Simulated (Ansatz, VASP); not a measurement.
**One calculation of Sn, two programs**

```
Sn
1.0
     7.18805    0.00000    0.00000
    -3.59403    6.22504    0.00000
     0.00000    0.00000    4.23911
Sn
6
Direct
  0.62265 0.62265 0.16667
  0.37735 0.00000 0.50000
  0.00000 0.37735 0.83333
  0.00000 0.62265 0.33333
  0.37735 0.37735 0.66667
  0.62265 0.00000 0.00000
```

Alike in both runs: task relaxation of cell and atoms; functional PBE; k mesh 3 × 3 × 4; occupations gaussian, width 0.1 eV; no spin polarisation.

```csv
,VASP,Ansatz
version,VASP 6.6.1,Ansatz 0.2.0
potentials or method,"VASP PAW PBE potentials, release 64 (Sn_d), cutoff 600 eV","scalar-relativistic, plane waves, PAW"
valence electrons in the cell,84,84
```

```tsv
	VASP	Ansatz	Ansatz less VASP
gap on the k mesh at the Fermi level, each at its own relaxed structure (eV)	none	none	-
relaxed volume (Å³/atom)	36.05	36.03	-0.021
relaxed cell length with the largest relative difference (Å)	7.346	7.344	-0.0026
```

A gap of «none» marks a metal or a gap that the smearing closes.

The k mesh is coarse, so the values compare programs but aren't converged.
